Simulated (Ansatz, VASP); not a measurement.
## ScTiN2 in VASP and in Ansatz

```
Sc Ti N
1.0
     3.08463    0.00000    0.00000
     0.00000    3.08463    0.00000
     0.00000    0.00000    4.38658
Sc Ti N
1 1 2
Direct
  0.50000 0.50000 0.50000
  0.00000 0.00000 0.00000
  0.00000 0.00000 0.50000
  0.50000 0.50000 0.00000
```

Change from the starting cell: species swapped into the LiNdSe2 type (P4/mmm, No. 123).

Alike in both runs: functional PBE; k mesh 6 × 6 × 4; occupations gaussian, width 0.1 eV; collinear spin.

Ansatz relaxed the structure, and its values are those at the end. VASP's run is a single point on that final structure, the one shown.

|  | VASP | Ansatz |
| --- | --- | --- |
| version | VASP 6.6.1 | Ansatz 0.2.0 |
| potentials or method | VASP PAW PBE potentials, release 64 (Sc_sv, Ti_sv, N), cutoff 520 eV | scalar-relativistic, plane waves, PAW |
| valence electrons in the cell | 33 | 33 |

|  | VASP | Ansatz | Ansatz less VASP |
| --- | --- | --- | --- |
| gap on the k mesh at the Fermi level (eV) | none | none | - |
| pressure (GPa) | 0.8 | 0.0 | -0.75 |
| net moment per atom (μB) | 0.00 | 0.00 | 0.000 |

A gap of «none» marks a metal or a gap that the smearing closes. Ansatz's warnings: seeded moment not kept.
